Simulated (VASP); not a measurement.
Crystal: Cu.

```
CELL_PARAMETERS angstrom
1.33571 0.77117 6.45542
-1.33571 0.77117 6.45542
0.00000 -1.54235 6.45542
ATOMIC_POSITIONS crystal
Cu 0.00000 0.00000 0.00000
Cu 0.22222 0.22222 0.22222
Cu 0.77778 0.77778 0.77778
```

| Property | Result |
| --- | --- |
| Program | VASP 6.6.1 |
| Task | relaxation of cell and atoms |
| Functional | PBE |
| Potentials or basis | VASP PAW PBE potentials, release 64 (Cu) |
| Cutoff | 600 eV |
| k mesh | 9 × 9 × 9 |
| Occupations | gaussian, width 0.1 eV |
| Spin | no spin polarisation |

At the start: pressure -10.9 GPa; volume 13.30 Å³/atom.

Problem. How do energy, volume and symmetry change on relaxing?

Solution. Over 5 steps the energy falls by 51.5 meV/atom and the volume is 12.01 Å³/atom (-9.7 %); space group R-3m (No. 166, to 0.05 Å).

The path:
| step | energy change (eV) | largest force (eV/Å) | pressure (GPa) | volume (Å³) |
| --- | --- | --- | --- | --- |
| 1 | 0.0000 | 0.0152 | -10.88 | 39.90 |
| 2 | -0.1382 | 0.0115 | 4.59 | 34.90 |
| 3 | -0.1522 | 0.0131 | 0.22 | 35.95 |
| 4 | -0.1522 | 0.0132 | -0.07 | 36.02 |
| 5 | -0.1546 | 0.0060 | -0.16 | 36.04 |

Final structure:
```cif
data_structure
_symmetry_space_group_name_H-M 'P 1'
_symmetry_Int_Tables_number 1
_cell_length_a 6.4934
_cell_length_b 6.4934
_cell_length_c 6.4934
_cell_angle_alpha 22.788
_cell_angle_beta 22.788
_cell_angle_gamma 22.788
_cell_volume 36.04
loop_
_atom_site_label
_atom_site_type_symbol
_atom_site_fract_x
_atom_site_fract_y
_atom_site_fract_z
_atom_site_occupancy
Cu1 Cu 0.00000 0.00000 0.00000 1
Cu2 Cu 0.22228 0.22228 0.22228 1
Cu3 Cu 0.77772 0.77772 0.77772 1
```
